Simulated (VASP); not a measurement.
# SnSe (Fm-3m) in VASP: a series of runs, part 2 of 2

VASP 6.6.1.

## 3. Single point, LDA

The input, INCAR:

```
  PREC = Accurate
  ENCUT = 520
  EDIFF = 1E-6
  ISMEAR = -1
  SIGMA = 0.02
  LREAL = False
  LASPH = True
  NELM = 80
  ALGO = Normal
  ISIF = 2
  LWAVE = False
  LCHARG = False
  GGA = CA
  NBANDS = 17
```

The input, KPOINTS:

```
regular mesh
0
Gamma
  8 8 8
```

The input, POSCAR:

```
SnSe
1.0
    0.0000000000      3.0021130771      3.0021130771
    3.0021130771      0.0000000000      3.0021130771
    3.0021130771      3.0021130771      0.0000000000
Sn Se
1 1
Direct
    0.0000000000      0.0000000000      0.0000000000
    0.5000000000      0.5000000000      0.5000000000
```

Potentials or basis: VASP PAW LDA potentials, release 64 (Sn_d, Se).

Launch:

```sh
$ cat potpaw_LDA.64/Sn_d/POTCAR potpaw_LDA.64/Se/POTCAR > POTCAR
$ mpirun -np 1 vasp_std > vasp.out
```

OUTCAR:

```text
PREC = Accurate
   ENCUT = 520
   EDIFF = 1E-6
   ISMEAR = -1
   LREAL = False
   LASPH = True
   NELM = 80
   ISIF = 2
   GGA = CA

 ion  position               nearest neighbor table
   1  0.000  0.000  0.000-   2 3.00   2 3.00   2 3.00   2 3.00   2 3.00   2 3.00
   2  0.500  0.500  0.500-   1 3.00   1 3.00   1 3.00   1 3.00   1 3.00   1 3.00

  LATTYP: Found a face centered cubic cell.
 ALAT       =     6.0042261542

  Lattice vectors:

 A1 = (   0.0000000000,   3.0021130771,   3.0021130771)
 A2 = (   3.0021130771,   0.0000000000,   3.0021130771)
 A3 = (   3.0021130771,   3.0021130771,   0.0000000000)

Analysis of symmetry for initial positions (statically):
=====================================================================
 Subroutine PRICEL returns:
 Original cell was already a primitive cell.

 Routine SETGRP: Setting up the symmetry group for a
 face centered cubic supercell.

 Subroutine GETGRP returns: Found 48 space group operations
 (whereof 48 operations were pure point group operations)
 out of a pool of 48 trial point group operations.

The static configuration has the point symmetry O_h .

Analysis of symmetry for dynamics (positions and initial velocities):
=====================================================================
 Subroutine PRICEL returns:
 Original cell was already a primitive cell.

 Routine SETGRP: Setting up the symmetry group for a
 face centered cubic supercell.

 Subroutine GETGRP returns: Found 48 space group operations
 (whereof 48 operations were pure point group operations)
 out of a pool of 48 trial point group operations.

The dynamic configuration has the point symmetry O_h .

 Subroutine INISYM returns: Found 48 space group operations
 (whereof 48 operations are pure point group operations),
 and found     1 'primitive' translations

----------------------------------------------------------------------------------------

                                     Primitive cell

  volume of cell :      54.1142

  direct lattice vectors                    reciprocal lattice vectors
     0.000000000  3.002113077  3.002113077    -0.166549356  0.166549356  0.166549356
     3.002113077  0.000000000  3.002113077     0.166549356 -0.166549356  0.166549356
     3.002113077  3.002113077  0.000000000     0.166549356  0.166549356 -0.166549356

  length of vectors
     4.245629029  4.245629029  4.245629029     0.288471947  0.288471947  0.288471947

  position of ions in fractional coordinates (direct lattice)
     0.000000000  0.000000000  0.000000000
     0.500000000  0.500000000  0.500000000

  ion indices of the primitive-cell ions
   primitive index   ion index
                 1           1
                 2           2

----------------------------------------------------------------------------------------

 KPOINTS: regular mesh

Automatic generation of k-mesh.
 Grid dimensions read from file:
 generate k-points for:    8    8    8

 Generating k-lattice:

  Cartesian coordinates                     Fractional coordinates (reciprocal lattice)
    -0.020818670  0.020818670  0.020818670     0.125000000  0.000000000  0.000000000
     0.020818670 -0.020818670  0.020818670     0.000000000  0.125000000  0.000000000
     0.020818670  0.020818670 -0.020818670     0.000000000  0.000000000  0.125000000

  Length of vectors
     0.036058993  0.036058993  0.036058993

  Shift w.r.t. Gamma in fractional coordinates (k-lattice)
     0.000000000  0.000000000  0.000000000

 Subroutine IBZKPT returns following result:
 ===========================================

 Found     29 irreducible k-points:

 Following reciprocal coordinates:
            Coordinates               Weight
  0.000000  0.000000  0.000000      1.000000
  0.125000  0.000000  0.000000      8.000000
  0.250000  0.000000  0.000000      8.000000
  0.375000  0.000000  0.000000      8.000000
  0.500000  0.000000  0.000000      4.000000
  0.125000  0.125000  0.000000      6.000000
[... 16 lines left out ...]
  0.500000  0.250000  0.125000     48.000000
 -0.375000  0.250000  0.125000     24.000000
 [... further k-points ...]
   k-points           NKPTS =     29   k-points in BZ     NKDIM =     29   number of bands    NBANDS=     17
   number of dos      NEDOS =    301   number of ions     NIONS =      2
   total plane-waves  NPLWV =  32768
   dimension x,y,z NGX =    32 NGY =   32 NGZ =   32
   dimension x,y,z NGXF=    64 NGYF=   64 NGZF=   64
   ions per type =               1   1
   NGX,Y,Z   is equivalent  to a cutoff of  12.53, 12.53, 12.53 a.u.
   NGXF,Y,Z  is equivalent  to a cutoff of  25.06, 25.06, 25.06 a.u.
 SYSTEM =  unknown system
   PREC   = accura    normal or accurate (medium, high low for compatibility)
   ISTART =      0    job   : 0-new  1-cont  2-samecut
   ICHARG =      2    charge: 1-file 2-atom 10-const
   ISPIN  =      1    spin polarized calculation?
   LNONCOLLINEAR =      F non collinear calculations
   LSORBIT =      F    spin-orbit coupling
   LASPH  =      T    aspherical Exc in radial PAW
   ENCUT  =  520.0 eV  38.22 Ry    6.18 a.u.   7.89  7.89  7.89*2*pi/ulx,y,z
   NELM   =     80;   NELMIN=  2; NELMDL= -5     # of ELM steps
   EDIFF  = 0.1E-05   stopping-criterion for ELM
   LREAL  =      F    real-space projection
   EDIFFG = 0.1E-04   stopping-criterion for IOM
   NSW    =      0    number of steps for IOM
   IBRION =     -1    ionic relax: 0-MD 1-quasi-New 2-CG
   NFREE  =      0    steps in history (QN), initial steepest desc. (CG)
   ISIF   =      2    stress and relaxation
   ISYM   =      2    0-nonsym 1-usesym 2-fastsym
   POTIM  = 0.5000    time-step for ionic-motion
   TEBEG  =    0.0;   TEEND  =   0.0 temperature during run
   PSTRESS=    0.0 pullay stress
   NELECT =      20.0000    total number of electrons
   NUPDOWN=      -1.0000    fix difference up-down
   EMIN   =  10.00;   EMAX   =-10.00  energy-range for DOS
   EFERMI =   0.00;   METHOD = LEGACY
   ISMEAR =    -1;   SIGMA  =   0.02  broadening in eV -4-tet -1-fermi 0-gaus
   EFERMI_NEDOS =   21; number of points for ismear=-14 and -15
   IALGO  =     38    algorithm
   IMIX   =      4    mixing-type and parameters
     AMIX     =   0.40;   BMIX     =  1.00
     AMIX_MAG =   1.60;   BMIX_MAG =  1.00
  volume/ion in A,a.u.               =      27.06       182.59
  Fermi-wavevector in a.u.,A,eV,Ry     =   1.174846  2.220138 18.779635  1.380264
  Thomas-Fermi vector in A             =   2.311237
   LORBIT       =      0    0 simple, 1 ext, 2 COOP (PROOUT), +10 PAW based schemes
   GGA     = CA    functional components
   LHFCALC =     F    Hartree Fock is set to
   AEXX    =    0.0000 exact exchange contribution
   IVDW    =     0    specifies the selected vdW correction
   LEPSILON=     F    determine dielectric tensor
   LRPA    =     F    only Hartree local field effects (RPA)
 non-spin polarized calculation
  energy-cutoff  :      520.00
  volume of cell :       54.11
 maximum number of plane-waves:      1475
   NGX = 15   NGY = 15   NGZ = 15

 number of electron      20.0000009 magnetization

 Free energy of the ion-electron system (eV)
  ---------------------------------------------------
  ext. energy  EPLUGINS =         0.00000000
  ---------------------------------------------------
  free energy    TOTEN  =        -9.48304833 eV

  energy without entropy =       -9.48304833  energy(sigma->0) =       -9.48304833

 E-fermi :   5.7359     XC(G=0):  -9.9173

 val. band max:        5.4096035754   @ k =   0.5000   0.0000   0.0000
 cond. band min:       6.0726405286   @ k =   0.5000   0.0000   0.0000
 fundamental gap:      0.6630369532
 Fermi energy:         5.7358538850

 k-point     1 :       0.0000    0.0000    0.0000
  band No.  band energies     occupation
      1     -15.9835      2.00000
      2     -15.9835      2.00000
      3     -15.9812      2.00000
      4     -15.9812      2.00000
      5     -15.9812      2.00000
      6      -8.4103      2.00000
[... 9 lines left out ...]
     16      11.3680      0.00000
     17      13.6399      0.00000

 k-point     2 :       0.1250    0.0000    0.0000
  band No.  band energies     occupation
      1     -15.9844      2.00000
      2     -15.9844      2.00000
      3     -15.9807      2.00000
      4     -15.9794      2.00000
      5     -15.9794      2.00000
      6      -8.2990      2.00000
[... 9 lines left out ...]
     16      11.7384      0.00000
     17      14.7400      0.00000
[... 421 lines left out ...]
 k-point    24 :      -0.3750    0.2500    0.1250
  band No.  band energies     occupation
      1     -15.9975      2.00000
      2     -15.9867      2.00000
      3     -15.9760      2.00000
      4     -15.9720      2.00000
      5     -15.9665      2.00000
      6      -7.3046      2.00000
[... 9 lines left out ...]
     16      16.2850      0.00000
     17      16.4065      0.00000

 [... further k-points ...]
[... 5 lines left out ...]
  --------------------------------------------------------------------------------------
  -------------------------------------------------------------------------------------
  Total       -0.9789992     -0.9789992     -0.9789992      0.0000000      0.0000000      0.0000000
  in kB      -28.9855674    -28.9855674    -28.9855674      0.0000000      0.0000000      0.0000000
  external PRESSURE =     -28.9855674 kB  Pullay stress =       0.0000000 kB

 VOLUME and BASIS-vectors are now :
 -----------------------------------------------------------------------------
  energy-cutoff  :      520.00
  volume of cell :       54.11
      direct lattice vectors                 reciprocal lattice vectors
     0.000000000  3.002113077  3.002113077    -0.166549356  0.166549356  0.166549356
     3.002113077  0.000000000  3.002113077     0.166549356 -0.166549356  0.166549356
     3.002113077  3.002113077  0.000000000     0.166549356  0.166549356 -0.166549356

 POSITION                                       TOTAL-FORCE (eV/Angst)
 -----------------------------------------------------------------------------------
      0.00000      0.00000      0.00000         0.000000      0.000000      0.000000
      3.00211      3.00211      3.00211        -0.000000      0.000000      0.000000
 -----------------------------------------------------------------------------------
    total drift:                                0.000000     -0.000000     -0.000000

  FREE ENERGIE OF THE ION-ELECTRON SYSTEM (eV)
  ---------------------------------------------------
  free  energy   TOTEN  =        -9.4830483330 eV

  energy  without entropy=       -9.4830483321  energy(sigma->0) =       -9.48304833
```

Wall time 12 s (1 thread of Intel Xeon 6975P-C, shared host); peak memory 0.16 GiB.

What came out:

* Free energy: -9.4830 eV
* Pressure: -2.9 GPa
* Band gap on the k mesh: 0.66 eV, direct

Caveat: spin-orbit coupling is left out, which moves the levels of the heavy elements.
